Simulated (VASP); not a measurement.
Al:

```
Al
1.0
    -2.49320    2.49320    1.36009
     2.49320   -2.49320    1.36009
     2.49320    2.49320   -1.36009
Al
2
Direct
  0.00000 0.00000 0.00000
  0.75000 0.25000 0.50000
```

| Item | Value |
| --- | --- |
| Program | VASP 6.6.1 |
| Task | relaxation of cell and atoms |
| Functional | PBEsol |
| Potentials or basis | VASP PAW PBE potentials, release 64 (Al) |
| Cutoff | 600 eV |
| k mesh | 8 × 8 × 8 |
| Occupations | gaussian, width 0.1 eV |
| Spin | no spin polarisation |

At the start: pressure 8.9 GPa; volume 16.91 Å³/atom.

Problem. How do energy, volume and symmetry change on relaxing?

Solution. Over 3 steps the energy falls by 75.2 meV/atom and the volume is 18.79 Å³/atom (+11.2 %); space group I4_1/amd (No. 141, to 0.05 Å).

Step by step:
| step | energy change (eV) | largest force (eV/Å) | pressure (GPa) | volume (Å³) |
| --- | --- | --- | --- | --- |
| 1 | 0.0000 | 0.0000 | 8.92 | 33.82 |
| 2 | -0.1421 | 0.0000 | -1.47 | 38.58 |
| 3 | -0.1503 | 0.0000 | 0.04 | 37.59 |

Final structure:
```xyz
2
Lattice="-2.6308 2.6308 1.3577 2.6308 -2.6308 1.3577 2.6308 2.6308 -1.3577" Properties=species:S:1:pos:R:3 pbc="T T T"
Al    0.0000    0.0000    0.0000
Al    0.0000    2.6308    0.6789
```

Caveat: the PAW data sets were made with another functional, which shifts forces and pressure a little.
